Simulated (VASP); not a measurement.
Here is a VASP 6.6.1 calculation.

INCAR

```
SYSTEM = TaSi2
PREC = Accurate
ENCUT = 520
EDIFF = 1E-6
ISMEAR = 0
SIGMA = 0.1
LREAL = .FALSE.
LASPH = .TRUE.
NELM = 60
ALGO = Normal
ISIF = 2
LWAVE = .FALSE.
LCHARG = .TRUE.
GGA = PS
LELF = .TRUE.
LVHAR = .TRUE.
NBANDS = 38
```

File KPOINTS:

```
regular mesh
0
G
  6 6 4
  0 0 0
```

POSCAR

```
TaSi2
1.0
    4.7583343988      0.0000000000      0.0000000000
   -2.3791671994      4.1208384690      0.0000000000
    0.0000000000      0.0000000000      6.5642066100
Ta Si
3 6
Direct
    0.5000000000      0.0000000000      0.5000000000
    0.5000000000      0.5000000000      0.8333333333
    0.0000000000      0.5000000000      0.1666666667
    0.1596058650      0.3192117300      0.5000000000
    0.8403941350      0.1596058650      0.8333333333
    0.6807882700      0.8403941350      0.1666666667
    0.8403941350      0.6807882700      0.5000000000
    0.1596058650      0.8403941350      0.8333333333
    0.3192117300      0.1596058650      0.1666666667
```

Potentials or basis: VASP PAW PBE potentials, release 64 (Ta_pv, Si).

The run is started by

```bash
$ cat potpaw_PBE.64/Ta_pv/POTCAR potpaw_PBE.64/Si/POTCAR > POTCAR
$ mpirun -np 1 vasp_std > vasp.out
```

Question: Predict the largest force.

Answer: 0.004 eV/Å.

Question: Predict the pressure.

Answer: 0.2 GPa.

Forces in eV/Å, atoms in the order of the input:
```
Ta   0.000  0.000  0.000
Ta   0.000  0.000  0.000
Ta   0.000  0.000  0.000
Si   0.000 -0.004  0.000
Si   0.003 -0.002  0.000
Si   0.003  0.002  0.000
Si   0.000  0.004  0.000
Si  -0.003  0.002  0.000
Si  -0.003 -0.002  0.000
```

Caveat: the PAW data sets were made with another functional, which shifts forces and pressure a little.
